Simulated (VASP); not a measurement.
Ni, 1 atom in the cell. The structure is cubic, space group Fm-3m (No. 225). The conventional cell has a = 3.424 Å, b = 3.424 Å, c = 3.424 Å, α = 90.00°, β = 90.00°, γ = 90.00°. Ni (site symmetry m-3m) has 12 Ni at 2.42 Å within 3.2 Å. 

```yaml
Program: VASP 6.6.1
Task: single point
Functional: LDA
Potentials_or_basis: VASP PAW LDA potentials, release 64 (Ni)
Cutoff: 520 eV
k_mesh: 20 × 20 × 20
Occupations: fermi-dirac, width 0.05 eV
Spin: collinear spin, ferromagnetic start
Starting_moments: "[1.0] μB"
Dipole_correction: no
Further_INCAR_settings: ALGO = Normal; EDIFF = 1e-06; NBANDS = 15
```

Potentials or basis: VASP PAW LDA potentials, release 64 (Ni).

Run with:

```sh
$ cat potpaw_LDA.64/Ni/POTCAR > POTCAR
$ mpirun -np 1 vasp_std > vasp.out
```

Hardware: 1 thread of Intel(R) Xeon(R) Platinum 8259CL CPU @ 2.50GHz (Skylake/Cascade Lake), on a shared host.

Question: How long does it take, and how much memory?

Answer: It took 61 s on 1 thread of Intel(R) Xeon(R) Platinum 8259CL CPU @ 2.50GHz (Skylake/Cascade Lake), with other jobs on the host, peak memory 0.16 GiB. Counts: scf iterations 13, k points 256.
